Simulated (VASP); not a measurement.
Sr, 1 atom in the cell. It takes space group I4/mmm (No. 139, tetragonal). Conventional cell: a = 4.850 Å, b = 4.850 Å, c = 4.122 Å, α = 90.00°, β = 90.00°, γ = 90.00°. Within 5.3 Å of Sr (site symmetry 4/mmm) lie 14 Sr at 4.00 to 4.85 Å.  This cell differs from its parent crystal: strain -0.1500 x Voigt [0, 1, 0, 0, 0, 0].

| Item | Value |
| --- | --- |
| Program | VASP 6.6.1 |
| Task | single point |
| Functional | r2SCAN |
| Potentials or basis | VASP PAW PBE potentials, release 64 (Sr_sv) |
| Cutoff | 520 eV |
| k mesh | 14 × 14 × 14 |
| Occupations | gaussian, width 0.15 eV |
| Spin | no spin polarisation |
| Dipole correction | no |
| Further INCAR settings | ALGO = Normal; EDIFF = 1e-07; NBANDS = 11 |

Potentials or basis: VASP PAW PBE potentials, release 64 (Sr_sv).

The run is started by

```sh
$ cat potpaw_PBE.64/Sr_sv/POTCAR > POTCAR
$ cp INCAR.step1 INCAR
$ mpirun -np 1 vasp_std > vasp.out
$ cp INCAR.step2 INCAR
$ mpirun -np 1 vasp_std > vasp.out
```

Hardware: 1 thread of Oxide Virtual Turin-like Processor, on a shared host.

Problem. How long does it take, and how much memory?

Solution. Run time: 8.5 min on 1 thread of Oxide Virtual Turin-like Processor, on a shared host, peak memory 0.23 GiB. Counts: k points 244.
